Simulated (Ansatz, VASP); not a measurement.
CuO in VASP and in Ansatz

The input INCAR:

```
SYSTEM = CuO
  PREC = Accurate
  ENCUT = 520
  EDIFF = 1E-6
  ISMEAR = 0
  SIGMA = 0.05
  LREAL = .FALSE.
  LASPH = .TRUE.
  NELM = 150
  ALGO = Normal
  ISIF = 2
  LWAVE = .FALSE.
  LCHARG = .TRUE.
  ISPIN = 2
  MAGMOM = 1 1 0 0
  LORBIT = 11
  LMAXMIX = 4
  LDAU = .TRUE.
  LDAUTYPE = 2
  LDAUL = 2 -1
  LDAUU = 3 0
  LDAUJ = 0 0
  LDAUPRINT = 1
  GGA = PE
  LELF = .TRUE.
  LVHAR = .TRUE.
  NBANDS = 29
```

The input KPOINTS:

```
Automatic mesh
0
G
  7 7 4
  0 0 0
```

The input POSCAR:

```
CuO
1.0
    2.3446497600     -1.7133998200      0.0000000000
    2.3446497600      1.7133998200      0.0000000000
   -0.8605499100      0.0000000000      5.0594394800
Cu O
2 2
Direct
    0.0032000000      0.4968000000      0.0000000000
    0.4968000000      0.0032000000      0.5000000000
    0.5714000000      0.4056000000      0.2537000000
    0.4056000000      0.5714000000      0.7537000000
```

Input for Ansatz:

```yaml
crystal:
  lattice:
    - [2.34464976, -1.71339982, 0.0]
    - [2.34464976, 1.71339982, 0.0]
    - [-0.86054991, 0.0, 5.05943948]
  atoms:
    - { symbol: Cu, position: [0.0032, 0.4968, 0.0], spin: 1.0 }
    - { symbol: Cu, position: [0.4968, 0.0032, 0.5], spin: 1.0 }
    - { symbol: O, position: [0.5714, 0.4056, 0.2537] }
    - { symbol: O, position: [0.4056, 0.5714, 0.7537] }
basis:
  ecutwfc: 420
  ecutrho_ratio: 4
kpoints:
  mp_grid: { grid: [7, 7, 4] }
hamiltonian:
  xc: pbe
  hubbard:
    sites: [{ site: 0, l: d, u_eff: 3.0 }, { site: 1, l: d, u_eff: 3.0 }]
scf:
  occupations: { method: gaussian, width: 0.05 }
  lower_state_search: "off"
  max_iter: 150
output:
  forces: true
  stress: true
  eigenvalues: true
  populations: true
  hubbard: { sites: [{ site: 0, l: d }, { site: 1, l: d }] }
magnetization:
  spin_polarized: true
```

Alike in both runs: task single point; functional PBE; k mesh 7 × 7 × 4; occupations gaussian, width 0.05 eV; collinear spin; Hubbard terms Cu d U = 3.0 eV.

|  | VASP | Ansatz |
| --- | --- | --- |
| version | VASP 6.6.1 | Ansatz 0.2.0 |
| potentials or method | VASP PAW PBE potentials, release 64 (Cu, O), cutoff 520 eV | scalar-relativistic, plane waves, PAW |
| valence electrons in the cell | 34 | 50 |

VASP gave:

* gap on the k mesh at the Fermi level (eV): none
* pressure (GPa): 5.6
* traceless stress, the component that is largest in VASP (GPa): -0.76
* rms of the force components (eV/Å): 0.457
* net moment per atom (μB): 0.49
* size of the moment on the site where the two differ most (μB): 0.63

What did Ansatz give for the same quantities?

gap on the k mesh at the Fermi level (eV): none; pressure (GPa): 7.0; traceless stress, the component that is largest in VASP (GPa): 0.14; rms of the force components (eV/Å): 0.452; net moment per atom (μB): 0.08; size of the moment on the site where the two differ most (μB): 0.10.

The net moments are unlike, so the other rows may belong to different states. Site moments also hang on the region over which each program counts them. The programs project onto different local orbitals, so the same U acts differently, and such runs can settle in different states. Atom by atom the forces differ by 0.058 eV/Å (rms over components). A gap of «none» marks a metal or a gap that the smearing closes. VASP's potentials hold 34 valence electrons a cell and Ansatz's 50, so a difference there can come from the potentials and not from the codes. Ansatz's warnings: filled band counts differ across k points.
